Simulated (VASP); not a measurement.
# Cu3N (Pm-3m) in VASP: further runs

The runs below take Cu3N through single point, with LDA, r2SCAN.

Everything below comes from runs of VASP 6.6.1. Logs are shortened: lines on timing, memory, paths and dates and some standing lists are left out, and cuts for length are marked.

**1. The cell of the first run**

The structure is cubic, space group Pm-3m (No. 221). The conventional cell has a = 3.789 Å, b = 3.789 Å, c = 3.789 Å, α = 90.00°, β = 90.00°, γ = 90.00°. Within 2.5 Å of Cu (site symmetry 4/mmm) lie 2 N at 1.89 Å. Within 2.5 Å of N (site symmetry m-3m) lie 6 Cu at 1.89 Å.

**2. Single point, LDA**

File INCAR:

```
  ALGO = Normal
  EDIFF = 1E-6
  ENCUT = 600
  GGA = CA
  GGA_COMPAT = False
  ISIF = 2
  ISMEAR = -1
  LASPH = True
  LCHARG = False
  LREAL = False
  LWAVE = False
  NBANDS = 27
  NELM = 120
  PREC = Accurate
  SIGMA = 0.02
```

File KPOINTS:

```
k-points
0
Gamma
  6 6 6
```

File POSCAR:

```
Cu3N
1.0
    3.7893700857      0.0000000000      0.0000000000
    0.0000000000      3.7893700857      0.0000000000
    0.0000000000      0.0000000000      3.7893700857
Cu N
3 1
Direct
    0.5000000000      0.0000000000      0.0000000000
    0.0000000000      0.5000000000      0.0000000000
    0.0000000000      0.0000000000      0.5000000000
    0.0000000000      0.0000000000      0.0000000000
```

Potentials or basis: VASP PAW LDA potentials, release 64 (Cu, N).

Run with:

```
$ cat potpaw_LDA.64/Cu/POTCAR potpaw_LDA.64/N/POTCAR > POTCAR
$ mpirun -np 1 vasp_std > vasp.out
```

OUTCAR:

```text
EDIFF = 1E-6
   ENCUT = 600
   GGA = CA
   ISIF = 2
   ISMEAR = -1
   LASPH = True
   LREAL = False
   NELM = 120
   PREC = Accurate

 ion  position               nearest neighbor table
   1  0.500  0.000  0.000-   4 1.89   4 1.89   2 2.68   3 2.68   2 2.68   2 2.68   3 2.68   3 2.68
                             3 2.68   2 2.68
   2  0.000  0.500  0.000-   4 1.89   4 1.89   1 2.68   3 2.68   1 2.68   3 2.68   3 2.68   3 2.68
                             1 2.68   1 2.68
   3  0.000  0.000  0.500-   4 1.89   4 1.89   1 2.68   1 2.68   2 2.68   2 2.68   2 2.68   2 2.68
                             1 2.68   1 2.68
   4  0.000  0.000  0.000-   1 1.89   2 1.89   3 1.89   3 1.89   2 1.89   1 1.89

  LATTYP: Found a simple cubic cell.
 ALAT       =     3.7893700857

  Lattice vectors:

 A1 = (   3.7893700857,   0.0000000000,   0.0000000000)
 A2 = (   0.0000000000,   3.7893700857,   0.0000000000)
 A3 = (   0.0000000000,   0.0000000000,   3.7893700857)

Analysis of symmetry for initial positions (statically):
=====================================================================
 Subroutine PRICEL returns:
 Original cell was already a primitive cell.

 Routine SETGRP: Setting up the symmetry group for a
 simple cubic supercell.

 Subroutine GETGRP returns: Found 48 space group operations
 (whereof 48 operations were pure point group operations)
 out of a pool of 48 trial point group operations.

The static configuration has the point symmetry O_h .

Analysis of symmetry for dynamics (positions and initial velocities):
=====================================================================
 Subroutine PRICEL returns:
 Original cell was already a primitive cell.

 Routine SETGRP: Setting up the symmetry group for a
 simple cubic supercell.

 Subroutine GETGRP returns: Found 48 space group operations
 (whereof 48 operations were pure point group operations)
 out of a pool of 48 trial point group operations.

The dynamic configuration has the point symmetry O_h .

 Subroutine INISYM returns: Found 48 space group operations
 (whereof 48 operations are pure point group operations),
 and found     1 'primitive' translations

----------------------------------------------------------------------------------------

                                     Primitive cell

  volume of cell :      54.4128

  direct lattice vectors                    reciprocal lattice vectors
     3.789370086  0.000000000  0.000000000     0.263896103  0.000000000  0.000000000
     0.000000000  3.789370086  0.000000000     0.000000000  0.263896103  0.000000000
     0.000000000  0.000000000  3.789370086     0.000000000  0.000000000  0.263896103

  length of vectors
     3.789370086  3.789370086  3.789370086     0.263896103  0.263896103  0.263896103

  position of ions in fractional coordinates (direct lattice)
     0.500000000  0.000000000  0.000000000
     0.000000000  0.500000000  0.000000000
     0.000000000  0.000000000  0.500000000
     0.000000000  0.000000000  0.000000000

  ion indices of the primitive-cell ions
   primitive index   ion index
                 1           1
                 2           2
                 3           3
                 4           4

----------------------------------------------------------------------------------------

 KPOINTS: k-points

Automatic generation of k-mesh.
 Grid dimensions read from file:
 generate k-points for:    6    6    6

 Generating k-lattice:

  Cartesian coordinates                     Fractional coordinates (reciprocal lattice)
     0.043982684  0.000000000  0.000000000     0.166666667  0.000000000  0.000000000
     0.000000000  0.043982684  0.000000000     0.000000000  0.166666667  0.000000000
     0.000000000  0.000000000  0.043982684     0.000000000  0.000000000  0.166666667

  Length of vectors
     0.043982684  0.043982684  0.043982684

  Shift w.r.t. Gamma in fractional coordinates (k-lattice)
     0.000000000  0.000000000  0.000000000

 Subroutine IBZKPT returns following result:
 ===========================================

 Found     20 irreducible k-points:

 Following reciprocal coordinates:
            Coordinates               Weight
  0.000000  0.000000  0.000000      1.000000
  0.166667  0.000000  0.000000      6.000000
  0.333333  0.000000  0.000000      6.000000
  0.500000  0.000000  0.000000      3.000000
  0.166667  0.166667  0.000000     12.000000
  0.333333  0.166667  0.000000     24.000000
[... 12 lines left out ...]
  0.500000  0.500000  0.333333      6.000000
  0.500000  0.500000  0.500000      1.000000
   k-points           NKPTS =     20   k-points in BZ     NKDIM =     20   number of bands    NBANDS=     27
   number of dos      NEDOS =    301   number of ions     NIONS =      4
   total plane-waves  NPLWV =  27000
   dimension x,y,z NGX =    30 NGY =   30 NGZ =   30
   dimension x,y,z NGXF=    60 NGYF=   60 NGZF=   60
   ions per type =               3   1
   NGX,Y,Z   is equivalent  to a cutoff of  13.16, 13.16, 13.16 a.u.
   NGXF,Y,Z  is equivalent  to a cutoff of  26.32, 26.32, 26.32 a.u.
 SYSTEM =  unknown system
   PREC   = accura    normal or accurate (medium, high low for compatibility)
   ISTART =      0    job   : 0-new  1-cont  2-samecut
   ICHARG =      2    charge: 1-file 2-atom 10-const
   ISPIN  =      1    spin polarized calculation?
   LNONCOLLINEAR =      F non collinear calculations
   LSORBIT =      F    spin-orbit coupling
   LASPH  =      T    aspherical Exc in radial PAW
   ENCUT  =  600.0 eV  44.10 Ry    6.64 a.u.   7.57  7.57  7.57*2*pi/ulx,y,z
   NELM   =    120;   NELMIN=  2; NELMDL= -5     # of ELM steps
   EDIFF  = 0.1E-05   stopping-criterion for ELM
   LREAL  =      F    real-space projection
   EDIFFG = 0.1E-04   stopping-criterion for IOM
   NSW    =      0    number of steps for IOM
   IBRION =     -1    ionic relax: 0-MD 1-quasi-New 2-CG
   NFREE  =      0    steps in history (QN), initial steepest desc. (CG)
   ISIF   =      2    stress and relaxation
   ISYM   =      2    0-nonsym 1-usesym 2-fastsym
   POTIM  = 0.5000    time-step for ionic-motion
   TEBEG  =    0.0;   TEEND  =   0.0 temperature during run
   PSTRESS=    0.0 pullay stress
   NELECT =      38.0000    total number of electrons
   NUPDOWN=      -1.0000    fix difference up-down
   EMIN   =  10.00;   EMAX   =-10.00  energy-range for DOS
   EFERMI =   0.00;   METHOD = LEGACY
   ISMEAR =    -1;   SIGMA  =   0.02  broadening in eV -4-tet -1-fermi 0-gaus
   EFERMI_NEDOS =   21; number of points for ismear=-14 and -15
   IALGO  =     38    algorithm
   IMIX   =      4    mixing-type and parameters
     AMIX     =   0.40;   BMIX     =  1.00
     AMIX_MAG =   1.60;   BMIX_MAG =  1.00
  volume/ion in A,a.u.               =      13.60        91.80
  Fermi-wavevector in a.u.,A,eV,Ry     =   1.452454  2.744740 28.703152  2.109622
  Thomas-Fermi vector in A             =   2.569834
   LORBIT       =      0    0 simple, 1 ext, 2 COOP (PROOUT), +10 PAW based schemes
   GGA     = CA    functional components
   LHFCALC =     F    Hartree Fock is set to
   AEXX    =    0.0000 exact exchange contribution
   IVDW    =     0    specifies the selected vdW correction
   LEPSILON=     F    determine dielectric tensor
   LRPA    =     F    only Hartree local field effects (RPA)
 non-spin polarized calculation
  energy-cutoff  :      600.00
  volume of cell :       54.41
 maximum number of plane-waves:      1856
   NGX = 15   NGY = 15   NGZ = 15

 number of electron      37.9999983 magnetization

 Free energy of the ion-electron system (eV)
  ---------------------------------------------------
  ext. energy  EPLUGINS =         0.00000000
  ---------------------------------------------------
  free energy    TOTEN  =       -22.10940241 eV

  energy without entropy =      -22.10928818  energy(sigma->0) =      -22.10934530

 E-fermi :   4.9176     XC(G=0): -11.2745

 val. band max:        4.8407213389   @ k =   0.5000   0.5000   0.5000
 cond. band min:       4.9945166446   @ k =   0.5000   0.5000   0.0000
 fundamental gap:      0.1537953056
 Fermi energy:         4.9175863287

 k-point     1 :       0.0000    0.0000    0.0000
  band No.  band energies     occupation
      1     -11.9426      2.00000
      2      -0.5318      2.00000
      3      -0.0274      2.00000
      4      -0.0274      2.00000
      5      -0.0274      2.00000
      6       0.8454      2.00000
[... 19 lines left out ...]
     26      17.1171      0.00000
     27      17.1171      0.00000

 k-point     2 :       0.1667    0.0000    0.0000
  band No.  band energies     occupation
      1     -11.8379      2.00000
      2      -1.0873      2.00000
      3      -0.3019      2.00000
      4      -0.3019      2.00000
      5      -0.1688      2.00000
      6       0.8740      2.00000
[... 19 lines left out ...]
     26      15.7325      0.00000
     27      16.0718      0.00000

 k-point     3 :       0.3333    0.0000    0.0000
  band No.  band energies     occupation
      1     -11.6118      2.00000
      2      -2.3003      2.00000
      3      -0.6435      2.00000
      4      -0.6435      2.00000
      5       0.3443      2.00000
      6       0.9350      2.00000
[... 19 lines left out ...]
     26      14.6991      0.00000
     27      14.6997      0.00000

 k-point     4 :       0.5000    0.0000    0.0000
  band No.  band energies     occupation
      1     -11.4889      2.00000
      2      -2.8109      2.00000
      3      -0.7735      2.00000
      4      -0.7735      2.00000
      5       0.8494      2.00000
      6       0.9678      2.00000
[... 19 lines left out ...]
     26      14.1158      0.00000
     27      14.1158      0.00000

 k-point     5 :       0.1667    0.1667    0.0000
  band No.  band energies     occupation
      1     -11.7327      2.00000
      2      -1.2014      2.00000
      3      -1.1229      2.00000
      4      -0.5108      2.00000
      5       0.0570      2.00000
      6       1.0070      2.00000
[... 19 lines left out ...]
     26      13.9868      0.00000
     27      15.4434      0.00000

 k-point     6 :       0.3333    0.1667    0.0000
  band No.  band energies     occupation
      1     -11.5054      2.00000
      2      -2.3414      2.00000
      3      -1.3319      2.00000
      4      -0.8073      2.00000
      5       0.5403      2.00000
      6       1.1200      2.00000
[... 324 lines left out ...]
      1     -10.9290      2.00000
      2      -2.6020      2.00000
      3      -2.6020      2.00000
      4      -2.5311      2.00000
      5       1.2692      2.00000
      6       1.4937      2.00000
[... 19 lines left out ...]
     26      13.4113      0.00000
     27      18.3280      0.00000

 k-point    18 :       0.5000    0.3333    0.3333
  band No.  band energies     occupation
      1     -10.7990      2.00000
      2      -3.0229      2.00000
      3      -2.6540      2.00000
      4      -2.5986      2.00000
      5       1.2602      2.00000
      6       1.5878      2.00000
[... 19 lines left out ...]
     26      13.1066      0.00000
     27      17.6376      0.00000

 k-point    19 :       0.5000    0.5000    0.3333
  band No.  band energies     occupation
      1     -10.6670      2.00000
      2      -3.0620      2.00000
      3      -3.0620      2.00000
      4      -2.6762      2.00000
      5       1.1977      2.00000
      6       1.6817      2.00000
[... 19 lines left out ...]
     26      12.8965      0.00000
     27      16.8204      0.00000

 k-point    20 :       0.5000    0.5000    0.5000
  band No.  band energies     occupation
      1     -10.5328      2.00000
      2      -3.1036      2.00000
      3      -3.1036      2.00000
      4      -3.1036      2.00000
      5       1.1181      2.00000
      6       1.7261      2.00000
[... 19 lines left out ...]
     26      12.9328      0.00000
     27      15.7302      0.00000

------------------------ aborting loop because EDIFF is reached ----------------------------------------

  FORCE on cell =-STRESS in cart. coord.  units (eV):
  Direction    XX          YY          ZZ          XY          YZ          ZX
  --------------------------------------------------------------------------------------
  -------------------------------------------------------------------------------------
  Total       -2.0837772     -2.0837772     -2.0837772     -0.0000000      0.0000000     -0.0000000
  in kB      -61.3565312    -61.3565312    -61.3565312     -0.0000000      0.0000000     -0.0000000
  external PRESSURE =     -61.3565312 kB  Pullay stress =       0.0000000 kB

 VOLUME and BASIS-vectors are now :
 -----------------------------------------------------------------------------
  energy-cutoff  :      600.00
  volume of cell :       54.41
      direct lattice vectors                 reciprocal lattice vectors
     3.789370086  0.000000000  0.000000000     0.263896103  0.000000000  0.000000000
     0.000000000  3.789370086  0.000000000     0.000000000  0.263896103  0.000000000
     0.000000000  0.000000000  3.789370086     0.000000000  0.000000000  0.263896103

 POSITION                                       TOTAL-FORCE (eV/Angst)
 -----------------------------------------------------------------------------------
      1.89469      0.00000      0.00000         0.000000      0.000000      0.000000
      0.00000      1.89469      0.00000         0.000000      0.000000      0.000000
      0.00000      0.00000      1.89469         0.000000      0.000000      0.000000
      0.00000      0.00000      0.00000         0.000000      0.000000      0.000000
 -----------------------------------------------------------------------------------
    total drift:                                0.000000      0.000000      0.000000

  FREE ENERGIE OF THE ION-ELECTRON SYSTEM (eV)
  ---------------------------------------------------
  free  energy   TOTEN  =       -22.1094024100 eV

  energy  without entropy=      -22.1092881806  energy(sigma->0) =      -22.10934530
```

Run time: 16 s. Hardware: 1 thread of AMD EPYC 9R45 (Zen 5), shared host; peak memory 0.13 GiB.

What came out:

```yaml
Free_energy: -22.1094 eV
Pressure: -6.1 GPa
Band_gap_on_the_k_mesh: 0.15 eV, indirect (least direct gap 0.70 eV)
```

Levels at points of the mesh, in eV from the valence-band top:
```tsv
k point	band 17	band 18	band 19	band 20	band 21	band 22
(0.00, 0.00, 0.00)	-1.87	-1.87	-1.84	1.10	5.32	5.32
(0.50, 0.00, 0.00)	-1.87	-1.44	-1.44	1.66	3.37	6.80
(0.50, 0.50, 0.00)	-1.10	-1.10	-0.69	0.15	3.64	4.88
(0.50, 0.50, 0.50)	0.00	0.00	0.00	0.75	0.75	0.75
```

A k mesh can miss the band edges.

**3. Single point, r2SCAN**

POSCAR is that of step 2.

File INCAR.step1:

```
SYSTEM = Cu3N
ALGO = Normal
EDIFF = 1E-5
ENCUT = 660
GGA = PE
GGA_COMPAT = .FALSE.
ISMEAR = -1
LASPH = .TRUE.
LCHARG = .FALSE.
LREAL = .FALSE.
LWAVE = .TRUE.
NBANDS = 27
NELM = 120
PREC = Accurate
SIGMA = 0.02
```

File INCAR.step2:

```
SYSTEM = Cu3N
ALGO = Normal
EDIFF = 1E-6
ENCUT = 660
GGA_COMPAT = .FALSE.
ISIF = 2
ISMEAR = -1
ISTART = 1
LASPH = .TRUE.
LCHARG = .FALSE.
LMIXTAU = .TRUE.
LREAL = .FALSE.
LWAVE = .FALSE.
METAGGA = R2SCAN
NBANDS = 27
NELM = 120
PREC = Accurate
SIGMA = 0.02
```

File KPOINTS:

```
k-points
0
G
  6 6 6
  0 0 0
```

Potentials or basis: VASP PAW PBE potentials, release 64 (Cu, N).

Run with:

```
$ cat potpaw_PBE.64/Cu/POTCAR potpaw_PBE.64/N/POTCAR > POTCAR
$ cp INCAR.step1 INCAR
$ mpirun -np 1 vasp_std > vasp.out
$ cp INCAR.step2 INCAR
$ mpirun -np 1 vasp_std > vasp.out
```

Run time: 79 s. Hardware: 1 thread of AMD EPYC 9R45 (Zen 5), shared host; peak memory 0.17 GiB.

It converged, with:

| Quantity | Value |
| --- | --- |
| Free energy | -40.7095 eV |
| Pressure | 0.7 GPa |
| Band gap on the k mesh | 0.25 eV, indirect (least direct gap 0.86 eV) |

Levels at points of the mesh, in eV from the valence-band top:
| k point | band 15 | band 16 | band 17 | band 18 | band 19 | band 20 | band 21 | band 22 | band 23 | band 24 |
| --- | --- | --- | --- | --- | --- | --- | --- | --- | --- | --- |
| (0.00, 0.00, 0.00) | -2.51 | -1.98 | -1.98 | -1.98 | -1.91 | 1.20 | 5.72 | 5.72 | 7.03 | 7.03 |
| (0.50, 0.00, 0.00) | -2.51 | -2.31 | -1.98 | -1.51 | -1.51 | 1.85 | 3.56 | 7.38 | 7.59 | 7.59 |
| (0.50, 0.50, 0.00) | -2.46 | -2.29 | -1.14 | -1.14 | -0.75 | 0.25 | 4.02 | 5.19 | 5.19 | 8.65 |
| (0.50, 0.50, 0.50) | -2.01 | -2.01 | 0.00 | 0.00 | 0.00 | 0.94 | 0.94 | 0.94 | 6.33 | 8.70 |

Caveat: the PAW data sets were made with another functional, which shifts forces and pressure a little. A k mesh can miss the band edges.
